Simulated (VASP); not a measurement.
Runs of VASP 6.6.1 on Si. The structure is that of space group P6_3/mmc (No. 194), or close to it. The cells are those of the table. 

```csv
cell,smearing,gap on the mesh (eV),pressure (GPa)
"a = 3.851, b = 3.851, c = 6.323 Å, angles 90.0, 90.0, 120.0°, 4 atoms",gaussian 0.02 eV,0.65,-0.9
"a = 3.851, b = 3.851, c = 6.331 Å, angles 90.0, 90.0, 120.0°, 4 atoms",gaussian 0.02 eV,0.66,-1.0
"a = 3.851, b = 3.851, c = 6.331 Å, angles 90.0, 90.0, 120.0°, 4 atoms",gaussian 0.01 eV,0.66,-1.0
"a = 3.851, b = 3.851, c = 6.335 Å, angles 90.0, 90.0, 120.0°, 4 atoms",gaussian 0.02 eV,0.66,(a)
```

Alike in all rows: task single point; level r2SCAN; potentials or basis VASP PAW PBE potentials, release 64 (Si); no spin polarisation; k mesh 9 × 9 × 4; cutoff (eV) 520.

Question: Estimate the missing entries.

Answer: (a) -1.1.

Caveats: the PAW data sets were made with another functional, which shifts forces and pressure a little.

A k mesh can miss the band edges.
